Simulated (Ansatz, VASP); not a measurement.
## Two plane-wave programs on CdS5

```xyz
6
Lattice="6.1038 0.0000 0.0000 -3.0519 5.2861 0.0000 0.0000 0.0000 4.7431" Properties=species:S:1:pos:R:3 pbc="T T T"
Cd    0.0000    0.0000    0.0000
S     0.0000    3.5241    0.0000
S     3.0519    1.7620    0.0000
S     3.0519    0.0000    2.3715
S     1.5260    2.6430    2.3715
S    -1.5260    2.6430    2.3715
```

Change from the starting cell: species swapped into the LaCo5 type (P6/mmm, No. 191).

Alike in both runs: task relaxation of cell and atoms; functional PBE; k mesh 3 × 3 × 4; occupations gaussian, width 0.1 eV; no spin polarisation.

```csv
,VASP,Ansatz
version,VASP 6.6.1,Ansatz 0.2.0
potentials or method,"VASP PAW PBE potentials, release 64 (Cd, S), cutoff 600 eV","scalar-relativistic, plane waves, PAW"
valence electrons in the cell,42,50
```

VASP gave:

* gap on the k mesh at the Fermi level, each at its own relaxed structure (eV): none
* relaxed volume (Å³/atom): 20.94
* relaxed cell length with the largest relative difference (Å): 3.163

**Question.** Estimate Ansatz's values.

**Answer.** gap on the k mesh at the Fermi level, each at its own relaxed structure (eV): none; relaxed volume (Å³/atom): 20.97; relaxed cell length with the largest relative difference (Å): 3.156.

A gap of «none» marks a metal or a gap that the smearing closes. VASP's potentials hold 42 valence electrons a cell and Ansatz's 50, so a difference there can come from the potentials and not from the codes.

The k mesh is coarse, so the values compare programs but aren't converged. Noted on VASP's run: the volume moved by over 15 % at a fixed basis, so the end points are rough.
